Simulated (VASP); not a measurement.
# CdSe (P6_3mc) in VASP: notebook

Runs on CdSe. Level: PBEsol. Tasks: single point.

Program: VASP 6.6.1. These are calculated values, not measurements. Logs are shortened: lines on timing, memory, paths and dates and some standing lists are left out, and cuts for length are marked.

### 1 The cell of the first run

The structure is hexagonal, space group P6_3mc (No. 186). The conventional cell has a = 4.344 Å, b = 4.344 Å, c = 6.958 Å, α = 90.00°, β = 90.00°, γ = 120.00°. Cd (site symmetry 3m) has 4 Se at 2.64 Å within 3.5 Å. Se (site symmetry 3m) has 4 Cd at 2.64 Å within 3.5 Å.

### 2 Single point, PBEsol (in-plane strain +0.01, then relaxed in part)

Input file INCAR:

```
PREC = Accurate
ENCUT = 500
EDIFF = 1E-6
ISMEAR = 0
SIGMA = 0.01
LREAL = False
LASPH = True
NELM = 120
ALGO = Normal
ISIF = 2
LWAVE = False
LCHARG = False
GGA = PS
NBANDS = 26
GGA_COMPAT = False
```

Input file KPOINTS:

```
Automatic mesh
0
Gamma
  6 6 4
```

Input file POSCAR:

```
CdSe
1.0
    4.3441126796      0.0000000000      0.0000000000
   -2.1720563398      3.7621119375      0.0000000000
    0.0000000000      0.0000000000      6.9576772956
Cd Se
2 2
Direct
    0.3333333333      0.6666666667      0.0026066516
    0.6666666667      0.3333333333      0.5026066516
    0.3333333333      0.6666666667      0.3823933484
    0.6666666667      0.3333333333      0.8823933484
```

Potentials or basis: VASP PAW PBE potentials, release 64 (Cd, Se).

Run with:

```
cat potpaw_PBE.64/Cd/POTCAR potpaw_PBE.64/Se/POTCAR > POTCAR
mpirun -np 1 vasp_std > vasp.out
```

OUTCAR:

```text
PREC = Accurate
   ENCUT = 500
   EDIFF = 1E-6
   ISMEAR = 0
   LREAL = False
   LASPH = True
   NELM = 120
   ISIF = 2
   GGA = PS

 ion  position               nearest neighbor table
   1  0.333  0.667  0.003-   3 2.64   4 2.64   4 2.64   4 2.64
   2  0.667  0.333  0.503-   4 2.64   3 2.64   3 2.64   3 2.64
   3  0.333  0.667  0.382-   1 2.64   2 2.64   2 2.64   2 2.64
   4  0.667  0.333  0.882-   2 2.64   1 2.64   1 2.64   1 2.64

  LATTYP: Found a hexagonal cell.
 ALAT       =     4.3441126796
 C/A-ratio  =     1.6016337072

  Lattice vectors:

 A1 = (   4.3441126796,   0.0000000000,   0.0000000000)
 A2 = (  -2.1720563398,   3.7621119375,   0.0000000000)
 A3 = (   0.0000000000,   0.0000000000,   6.9576772956)

Analysis of symmetry for initial positions (statically):
=====================================================================
 Subroutine PRICEL returns:
 Original cell was already a primitive cell.

 Routine SETGRP: Setting up the symmetry group for a
 hexagonal supercell.

 Subroutine GETGRP returns: Found 12 space group operations
 (whereof  6 operations were pure point group operations)
 out of a pool of 24 trial point group operations.

The static configuration has the point symmetry C_3v.
 The point group associated with its full space group is C_6v.

Analysis of symmetry for dynamics (positions and initial velocities):
=====================================================================
 Subroutine PRICEL returns:
 Original cell was already a primitive cell.

 Routine SETGRP: Setting up the symmetry group for a
 hexagonal supercell.

 Subroutine GETGRP returns: Found 12 space group operations
 (whereof  6 operations were pure point group operations)
 out of a pool of 24 trial point group operations.

The dynamic configuration has the point symmetry C_3v.
 The point group associated with its full space group is C_6v.

 Subroutine INISYM returns: Found 12 space group operations
 (whereof  6 operations are pure point group operations),
 and found     1 'primitive' translations

----------------------------------------------------------------------------------------

                                     Primitive cell

  volume of cell :     113.7096

  direct lattice vectors                    reciprocal lattice vectors
     4.344112680  0.000000000  0.000000000     0.230196607  0.132904073  0.000000000
    -2.172056340  3.762111937  0.000000000     0.000000000  0.265808146  0.000000000
     0.000000000  0.000000000  6.957677296     0.000000000  0.000000000  0.143726125

  length of vectors
     4.344112680  4.344112680  6.957677296     0.265808146  0.265808146  0.143726125

  position of ions in fractional coordinates (direct lattice)
     0.333333333  0.666666667  0.002606652
     0.666666667  0.333333333  0.502606652
     0.333333333  0.666666667  0.382393348
     0.666666667  0.333333333  0.882393348

  ion indices of the primitive-cell ions
   primitive index   ion index
                 1           1
                 2           2
                 3           3
                 4           4

----------------------------------------------------------------------------------------

 KPOINTS: Automatic mesh

Automatic generation of k-mesh.
 Grid dimensions read from file:
 generate k-points for:    6    6    4

 Generating k-lattice:

  Cartesian coordinates                     Fractional coordinates (reciprocal lattice)
     0.038366101  0.022150679  0.000000000     0.166666667  0.000000000  0.000000000
     0.000000000  0.044301358  0.000000000     0.000000000  0.166666667  0.000000000
     0.000000000  0.000000000  0.035931531     0.000000000  0.000000000  0.250000000

  Length of vectors
     0.044301358  0.044301358  0.035931531

  Shift w.r.t. Gamma in fractional coordinates (k-lattice)
     0.000000000  0.000000000  0.000000000

 Subroutine IBZKPT returns following result:
 ===========================================

 Found     21 irreducible k-points:

 Following reciprocal coordinates:
            Coordinates               Weight
  0.000000  0.000000  0.000000      1.000000
  0.166667  0.000000  0.000000      6.000000
  0.333333  0.000000  0.000000      6.000000
  0.500000  0.000000  0.000000      3.000000
  0.166667  0.166667  0.000000      6.000000
  0.333333  0.166667  0.000000     12.000000
[... 13 lines left out ...]
  0.333333  0.166667  0.500000     12.000000
  0.333333  0.333333  0.500000      2.000000
   k-points           NKPTS =     21   k-points in BZ     NKDIM =     21   number of bands    NBANDS=     26
   number of dos      NEDOS =    301   number of ions     NIONS =      4
   total plane-waves  NPLWV =  55296
   dimension x,y,z NGX =    32 NGY =   32 NGZ =   54
   dimension x,y,z NGXF=    64 NGYF=   64 NGZF=  108
   ions per type =               2   2
   NGX,Y,Z   is equivalent  to a cutoff of  12.25, 12.25, 12.90 a.u.
   NGXF,Y,Z  is equivalent  to a cutoff of  24.49, 24.49, 25.81 a.u.
 SYSTEM =  unknown system
   PREC   = accura    normal or accurate (medium, high low for compatibility)
   ISTART =      0    job   : 0-new  1-cont  2-samecut
   ICHARG =      2    charge: 1-file 2-atom 10-const
   ISPIN  =      1    spin polarized calculation?
   LNONCOLLINEAR =      F non collinear calculations
   LSORBIT =      F    spin-orbit coupling
   LASPH  =      T    aspherical Exc in radial PAW
   ENCUT  =  500.0 eV  36.75 Ry    6.06 a.u.   7.92  7.92 12.69*2*pi/ulx,y,z
   NELM   =    120;   NELMIN=  2; NELMDL= -5     # of ELM steps
   EDIFF  = 0.1E-05   stopping-criterion for ELM
   LREAL  =      F    real-space projection
   EDIFFG = 0.1E-04   stopping-criterion for IOM
   NSW    =      0    number of steps for IOM
   IBRION =     -1    ionic relax: 0-MD 1-quasi-New 2-CG
   NFREE  =      0    steps in history (QN), initial steepest desc. (CG)
   ISIF   =      2    stress and relaxation
   ISYM   =      2    0-nonsym 1-usesym 2-fastsym
   POTIM  = 0.5000    time-step for ionic-motion
   TEBEG  =    0.0;   TEEND  =   0.0 temperature during run
   PSTRESS=    0.0 pullay stress
   NELECT =      36.0000    total number of electrons
   NUPDOWN=      -1.0000    fix difference up-down
   EMIN   =  10.00;   EMAX   =-10.00  energy-range for DOS
   EFERMI =   0.00;   METHOD = LEGACY
   ISMEAR =     0;   SIGMA  =   0.01  broadening in eV -4-tet -1-fermi 0-gaus
   EFERMI_NEDOS =   21; number of points for ismear=-14 and -15
   IALGO  =     38    algorithm
   IMIX   =      4    mixing-type and parameters
     AMIX     =   0.40;   BMIX     =  1.00
     AMIX_MAG =   1.60;   BMIX_MAG =  1.00
  volume/ion in A,a.u.               =      28.43       191.84
  Fermi-wavevector in a.u.,A,eV,Ry     =   1.115775  2.108509 16.938626  1.244954
  Thomas-Fermi vector in A             =   2.252383
   LORBIT       =      0    0 simple, 1 ext, 2 COOP (PROOUT), +10 PAW based schemes
   GGA     = PS    functional components
   LHFCALC =     F    Hartree Fock is set to
   AEXX    =    0.0000 exact exchange contribution
   IVDW    =     0    specifies the selected vdW correction
   LEPSILON=     F    determine dielectric tensor
   LRPA    =     F    only Hartree local field effects (RPA)
 non-spin polarized calculation
 Gauss-broadening in eV      SIGMA  =   0.01
  energy-cutoff  :      500.00
  volume of cell :      113.71
 maximum number of plane-waves:      2928
 NGX is ok and might be reduce to    32
   NGX = 15   NGY = 15   NGZ = 25

 number of electron      35.9999994 magnetization

 Free energy of the ion-electron system (eV)
  ---------------------------------------------------
  ext. energy  EPLUGINS =         0.00000000
  ---------------------------------------------------
  free energy    TOTEN  =       -12.34377701 eV

  energy without entropy =      -12.34377701  energy(sigma->0) =      -12.34377701

 E-fermi :   0.7834     XC(G=0):  -9.0408

 val. band max:        0.7312020835   @ k =   0.0000   0.0000   0.0000
 cond. band min:       1.2574712867   @ k =   0.0000   0.0000   0.0000
 fundamental gap:      0.5262692032
 Fermi energy:         0.7833675419

 k-point     1 :       0.0000    0.0000    0.0000
  band No.  band energies     occupation
      1     -11.8355      2.00000
      2     -11.4479      2.00000
      3      -7.1317      2.00000
      4      -7.1317      2.00000
      5      -7.1297      2.00000
      6      -7.0660      2.00000
[... 18 lines left out ...]
     25       7.6254      0.00000
     26       8.3923      0.00000

 k-point     2 :       0.1667    0.0000    0.0000
  band No.  band energies     occupation
      1     -11.7545      2.00000
      2     -11.4134      2.00000
      3      -7.1095      2.00000
      4      -7.1029      2.00000
      5      -7.0657      2.00000
      6      -7.0285      2.00000
[... 18 lines left out ...]
     25       7.9054      0.00000
     26       8.2495      0.00000

 k-point     3 :       0.3333    0.0000    0.0000
  band No.  band energies     occupation
      1     -11.5772      2.00000
      2     -11.3566      2.00000
      3      -7.0679      2.00000
      4      -7.0568      2.00000
      5      -6.9541      2.00000
      6      -6.9455      2.00000
[... 18 lines left out ...]
     25       8.5067      0.00000
     26       8.8612      0.00000

 k-point     4 :       0.5000    0.0000    0.0000
  band No.  band energies     occupation
      1     -11.4696      2.00000
      2     -11.3456      2.00000
      3      -7.0544      2.00000
      4      -7.0413      2.00000
      5      -6.9074      2.00000
      6      -6.8923      2.00000
[... 18 lines left out ...]
     25       8.5757      0.00000
     26      10.1390      0.00000

 k-point     5 :       0.1667    0.1667    0.0000
  band No.  band energies     occupation
      1     -11.6246      2.00000
      2     -11.3685      2.00000
      3      -7.0736      2.00000
      4      -7.0667      2.00000
      5      -6.9813      2.00000
      6      -6.9757      2.00000
[... 18 lines left out ...]
     25       8.4955      0.00000
     26       8.7835      0.00000

 k-point     6 :       0.3333    0.1667    0.0000
  band No.  band energies     occupation
      1     -11.4712      2.00000
      2     -11.3456      2.00000
      3      -7.0610      2.00000
      4      -7.0224      2.00000
      5      -6.9240      2.00000
      6      -6.9111      2.00000
[... 340 lines left out ...]
 k-point    18 :       0.5000    0.0000    0.5000
  band No.  band energies     occupation
      1     -11.3993      2.00000
      2     -11.3993      2.00000
      3      -7.0276      2.00000
      4      -7.0276      2.00000
      5      -6.9707      2.00000
      6      -6.9707      2.00000
[... 18 lines left out ...]
     25       8.6047      0.00000
     26       8.6047      0.00000

 k-point    19 :       0.1667    0.1667    0.5000
  band No.  band energies     occupation
      1     -11.4904      2.00000
      2     -11.4904      2.00000
      3      -7.0356      2.00000
      4      -7.0356      2.00000
      5      -7.0144      2.00000
      6      -7.0144      2.00000
[... 18 lines left out ...]
     25       8.1340      0.00000
     26       8.1340      0.00000

 k-point    20 :       0.3333    0.1667    0.5000
  band No.  band energies     occupation
      1     -11.4001      2.00000
      2     -11.4001      2.00000
      3      -7.0120      2.00000
      4      -7.0120      2.00000
      5      -6.9761      2.00000
      6      -6.9761      2.00000
[... 18 lines left out ...]
     25       8.5602      0.00000
     26       8.5602      0.00000

 k-point    21 :       0.3333    0.3333    0.5000
  band No.  band energies     occupation
      1     -11.3707      2.00000
      2     -11.3707      2.00000
      3      -6.9924      2.00000
      4      -6.9924      2.00000
      5      -6.9721      2.00000
      6      -6.9721      2.00000
[... 18 lines left out ...]
     25       9.3033      0.00000
     26       9.3034      0.00000

------------------------ aborting loop because EDIFF is reached ----------------------------------------

  FORCE on cell =-STRESS in cart. coord.  units (eV):
  Direction    XX          YY          ZZ          XY          YZ          ZX
  --------------------------------------------------------------------------------------
  -------------------------------------------------------------------------------------
  Total       -0.3300197     -0.3300197      0.2334784      0.0000000      0.0000000      0.0000000
  in kB       -4.6500043     -4.6500043      3.2897291      0.0000000      0.0000000      0.0000000
  external PRESSURE =      -2.0034265 kB  Pullay stress =       0.0000000 kB

 VOLUME and BASIS-vectors are now :
 -----------------------------------------------------------------------------
  energy-cutoff  :      500.00
  volume of cell :      113.71
      direct lattice vectors                 reciprocal lattice vectors
     4.344112680  0.000000000  0.000000000     0.230196607  0.132904073  0.000000000
    -2.172056340  3.762111937  0.000000000     0.000000000  0.265808146  0.000000000
     0.000000000  0.000000000  6.957677296     0.000000000  0.000000000  0.143726125

 POSITION                                       TOTAL-FORCE (eV/Angst)
 -----------------------------------------------------------------------------------
     -0.00000      2.50807      0.01814        -0.000000      0.000000     -0.000951
      2.17206      1.25404      3.49697        -0.000000     -0.000000     -0.000951
     -0.00000      2.50807      2.66057         0.000000     -0.000000      0.000951
      2.17206      1.25404      6.13941        -0.000000     -0.000000      0.000951
 -----------------------------------------------------------------------------------
    total drift:                               -0.000000     -0.000000     -0.000134

  FREE ENERGIE OF THE ION-ELECTRON SYSTEM (eV)
  ---------------------------------------------------
  free  energy   TOTEN  =       -12.3437770119 eV

  energy  without entropy=      -12.3437770119  energy(sigma->0) =      -12.34377701
```

Wall time 76 s (1 thread of AMD EPYC 7R13, shared host); peak memory 0.21 GiB.

Results:

```
Free energy            : -12.3438 eV
Pressure               : -0.2 GPa
Band gap on the k mesh : 0.53 eV
```

Levels at points of the mesh, in eV from the valence-band top:
| k point | band 15 | band 16 | band 17 | band 18 | band 19 | band 20 | band 21 | band 22 |
| --- | --- | --- | --- | --- | --- | --- | --- | --- |
| (0.00, 0.00, 0.00) | -0.81 | -0.02 | -0.02 | 0.00 | 0.53 | 1.96 | 5.71 | 5.71 |
| (0.50, 0.00, 0.00) | -2.64 | -1.90 | -1.31 | -0.77 | 3.13 | 3.15 | 4.75 | 6.14 |
| (0.00, 0.00, 0.50) | -0.43 | -0.43 | -0.43 | -0.43 | 2.22 | 2.22 | 5.77 | 5.77 |
| (0.50, 0.00, 0.50) | -1.38 | -1.38 | -1.29 | -1.29 | 2.86 | 2.86 | 4.75 | 4.75 |

Caveat: the cell differs from its parent crystal (in-plane strain +0.01, then relaxed in part); the PAW data sets were made with another functional, which shifts forces and pressure a little.

### 3 Single point, PBEsol (in-plane strain +0.01)

Input file INCAR:

```
PREC = Accurate
ENCUT = 500
EDIFF = 1E-6
ISMEAR = 0
SIGMA = 0.01
LREAL = F
LASPH = T
NELM = 120
ALGO = Normal
ISIF = 2
LWAVE = F
LCHARG = F
GGA = PS
NBANDS = 26
GGA_COMPAT = F
```

KPOINTS is that of step 2.

Input file POSCAR:

```
CdSe
1.0
    4.3441126796      0.0000000000      0.0000000000
   -2.1720563398      3.7621119374      0.0000000000
    0.0000000000      0.0000000000      6.9801075332
Cd Se
2 2
Direct
    0.3333333333      0.6666666667      0.0046992087
    0.6666666667      0.3333333333      0.5046992087
    0.3333333333      0.6666666667      0.3803007913
    0.6666666667      0.3333333333      0.8803007913
```

Potentials or basis: VASP PAW PBE potentials, release 64 (Cd, Se).

Run with:

```
cat potpaw_PBE.64/Cd/POTCAR potpaw_PBE.64/Se/POTCAR > POTCAR
mpirun -np 1 vasp_std > vasp.out
```

Wall time 95 s (1 thread of AMD EPYC 7R13, shared host); peak memory 0.21 GiB.

Results (log left out):

| Property | Result |
| --- | --- |
| Free energy | -12.3415 eV |
| Pressure | -0.3 GPa |
| Largest force | 0.116 eV/Å |
| Band gap on the k mesh | 0.53 eV |

Forces in eV/Å, atoms in the order of the input:
```
Cd   0.000  0.000 -0.116
Cd   0.000  0.000 -0.116
Se   0.000  0.000  0.116
Se   0.000  0.000  0.116
```

Stress tensor (GPa, compression positive):
```
-0.80  0.00  0.00
 0.00 -0.80  0.00
 0.00  0.00  0.59
```

Levels at points of the mesh, in eV from the valence-band top:
```
           k point  band 14  band 15  band 16  band 17  band 18  band 19  band 20  band 21  band 22  band 23
(0.00, 0.00, 0.00)    -0.79    -0.79    -0.01     0.00     0.00     0.53     2.03     5.73     5.73     6.22
(0.50, 0.00, 0.00)    -3.59    -2.65    -1.86    -1.33    -0.72     3.13     3.19     4.73     6.12     6.34
(0.00, 0.00, 0.50)    -2.65    -0.42    -0.42    -0.42    -0.42     2.25     2.25     5.79     5.79     6.13
(0.50, 0.00, 0.50)    -4.19    -1.34    -1.34    -1.31    -1.31     2.85     2.85     4.79     4.79     7.58
```

Caveat: the cell differs from its parent crystal (in-plane strain +0.01); the PAW data sets were made with another functional, which shifts forces and pressure a little.

[end of part 1 of 2]
